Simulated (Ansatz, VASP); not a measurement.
**Two plane-wave programs on KTaO3**

```
K Ta O
1.0
     3.78889    0.00000    0.00000
     0.00000    3.98830    0.00000
     0.00000    0.00000    3.98830
K Ta O
1 1 3
Direct
  0.50000 0.50000 0.50000
  0.00000 0.00000 0.00000
  0.50000 0.00000 0.00000
  0.00000 0.50000 0.00000
  0.00000 0.00000 0.50000
```

Change from the starting cell: strain -0.0500 x Voigt [1, 0, 0, 0, 0, 0], atoms carried along.

Alike in both runs: task single point; functional r2SCAN; k mesh 6 × 6 × 6; occupations gaussian, width 0.05 eV; no spin polarisation.

|  | VASP | Ansatz |
| --- | --- | --- |
| version | VASP 6.6.1 | Ansatz 0.2.0 |
| potentials or method | VASP PAW PBE potentials, release 64 (K_sv, Ta_pv, O), cutoff 520 eV | scalar-relativistic, plane waves, PAW |
| valence electrons in the cell | 38 | 40 |

|  | VASP | Ansatz | Ansatz less VASP |
| --- | --- | --- | --- |
| gap on the k mesh at the Fermi level (eV) | 2.62 | 2.65 | +0.033 |
| least direct gap on the mesh (eV) | 3.22 | 3.25 | +0.022 |
| pressure (GPa) | 14.8 | 13.6 | -1.25 |
| traceless stress, the component that is largest in VASP (GPa) | 17.42 | 17.09 | -0.322 |

VASP's potentials were made for PBE, not for r2SCAN. With one functional, cell and mesh, what is left measures potentials, basis and numerics. VASP's potentials hold 38 valence electrons a cell and Ansatz's 40, so a difference there can come from the potentials and not from the codes.

Neither program's run includes spin-orbit coupling.
